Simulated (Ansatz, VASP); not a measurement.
# ZrIn2S2 in VASP and in Ansatz

Contents of INCAR:

```
SYSTEM = ZrIn2S2
PREC     = Accurate       ! precision mode
ENCUT    = 600            ! plane-wave cutoff, eV
EDIFF    = 1E-7           ! SCF threshold, eV
ISMEAR   = 0              ! smearing method
SIGMA    = 0.1            ! smearing width, eV
LREAL    = .FALSE.        ! projectors in reciprocal space
LASPH    = .TRUE.         ! aspherical terms in the spheres
NELM     = 60             ! most SCF steps
ALGO     = Normal         ! electronic algorithm
ISIF     = 3              ! what is computed and relaxed
LWAVE    = .FALSE.        ! write WAVECAR
LCHARG   = .FALSE.        ! write CHGCAR
GGA      = PE             ! functional
IBRION   = 2              ! ionic algorithm
NSW      = 90             ! ionic steps
EDIFFG   = -0.04          ! ionic threshold
```

The input KPOINTS:

```
Automatic mesh
0
G
  6 6 6
  0 0 0
```

The input POSCAR:

```
ZrIn2S2
1.0
    1.6305640848    -10.4932786027      0.0000000000
    1.6305640848     10.4932786027      0.0000000000
    0.0000000000      0.0000000000      3.2797081956
Zr In S
1 2 2
Direct
    0.0000000000      0.0000000000      0.0000000000
    0.1782372106      0.8217627894      0.0000000000
    0.8217627894      0.1782372106      0.0000000000
    0.4304304596      0.5695695404      0.5000000000
    0.5695695404      0.4304304596      0.5000000000
```

Input for Ansatz:

```yaml
crystal:
  lattice:
    - [1.6305640848, -10.4932786027, 0.0]
    - [1.6305640848, 10.4932786027, 0.0]
    - [0.0, 0.0, 3.2797081956]
  atoms:
    - { symbol: Zr, position: [0.0, 0.0, 0.0] }
    - { symbol: In, position: [0.1782372106, 0.8217627894, 0.0] }
    - { symbol: In, position: [0.8217627894, 0.1782372106, 0.0] }
    - { symbol: S, position: [0.4304304596, 0.5695695404, 0.5] }
    - { symbol: S, position: [0.5695695404, 0.4304304596, 0.5] }
basis:
  ecutwfc: 420
kpoints:
  mp_grid: { grid: [6, 6, 6] }
hamiltonian:
  xc: pbe
scf:
  occupations: { method: gaussian, width: 0.1 }
  lower_state_search: "off"
output:
  forces: true
  stress: true
  eigenvalues: true
relax:
  adjacent_minimum: "off"
  f_tol: 0.04
  max_steps: 70
  cell: { stress_tol: 0.4 }
```

Change from the starting cell: species swapped into the Sm2InNi2 type (Cmmm, No. 65).

Alike in both runs: task relaxation of cell and atoms; functional PBE; k mesh 6 × 6 × 6; occupations gaussian, width 0.1 eV; no spin polarisation.

|  | VASP | Ansatz |
| --- | --- | --- |
| version | VASP 6.6.1 | Ansatz 0.2.0 |
| potentials or method | VASP PAW PBE potentials, release 64 (Zr_sv, In_d, S), cutoff 600 eV | scalar-relativistic, plane waves, PAW |
| valence electrons in the cell | 50 | 50 |

Ansatz gave:

```
gap on the k mesh at the Fermi level, each at its own relaxed structure (eV) : none
relaxed volume (Å³/atom)                                                     : 22.41
relaxed cell length with the largest relative difference (Å)                 : 10.545
```

Task: Which values does VASP return?

Result: gap on the k mesh at the Fermi level, each at its own relaxed structure (eV): none; relaxed volume (Å³/atom): 22.34; relaxed cell length with the largest relative difference (Å): 10.517.

A gap of «none» marks a metal or a gap that the smearing closes.
